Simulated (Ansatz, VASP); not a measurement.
Pt: VASP beside Ansatz

INCAR

```
PREC = Accurate ; ENCUT = 520
EDIFF = 1E-7 ; ISMEAR = 0
SIGMA = 0.15 ; LREAL = False
LASPH = True ; NELM = 80
ALGO = Fast ; ISIF = 2
LWAVE = False ; LCHARG = True
GGA = PE ; LELF = True
LVHAR = True ; NBANDS = 11
```

File KPOINTS:

```
regular mesh
0
Gamma
  22 22 22
```

The input POSCAR:

```
Pt
1.0
   -1.6000622000      1.6000622000      1.5842200000
    1.6000622000     -1.6000622000      1.5842200000
    1.5683778000      1.5683778000     -1.5842200000
Pt
1
Direct
    0.0000000000      0.0000000000      0.0000000000
```

Input for Ansatz:

```yaml
crystal:
  lattice:
    - [-1.6000622, 1.6000622, 1.58422]
    - [1.6000622, -1.6000622, 1.58422]
    - [1.5683778, 1.5683778, -1.58422]
  atoms:
    - { symbol: Pt, position: [0.0, 0.0, 0.0] }
basis:
  ecutwfc: 420
kpoints:
  mp_grid: { grid: [22, 22, 22] }
hamiltonian:
  xc: pbe
scf:
  occupations: { method: gaussian, width: 0.15 }
output:
  forces: true
  stress: true
  eigenvalues: true
```

Change from the starting cell: strain -0.0200 x Voigt [0, 0, 0, 0, 0, 1], atoms carried along.

Alike in both runs: task single point; functional PBE; k mesh 22 × 22 × 22; occupations gaussian, width 0.15 eV; no spin polarisation.

|  | VASP | Ansatz |
| --- | --- | --- |
| version | VASP 6.6.1 | Ansatz 0.2.0 |
| potentials or method | VASP PAW PBE potentials, release 64 (Pt), cutoff 520 eV | scalar-relativistic, plane waves, PAW |
| valence electrons in the cell | 10 | 18 |

VASP gave:

| Property | Result |
| --- | --- |
| gap on the k mesh at the Fermi level (eV) | none |
| pressure (GPa) | -1.3 |
| traceless stress, the component that is largest in VASP (GPa) | 2.96 |

Problem. Which values does Ansatz return?

Solution. gap on the k mesh at the Fermi level (eV): none; pressure (GPa): -0.9; traceless stress, the component that is largest in VASP (GPa): 2.99.

A gap of «none» marks a metal or a gap that the smearing closes. With one functional, cell and mesh, what is left measures potentials, basis and numerics. VASP's potentials hold 10 valence electrons a cell and Ansatz's 18, so a difference there can come from the potentials and not from the codes.

Spin-orbit coupling is off throughout.
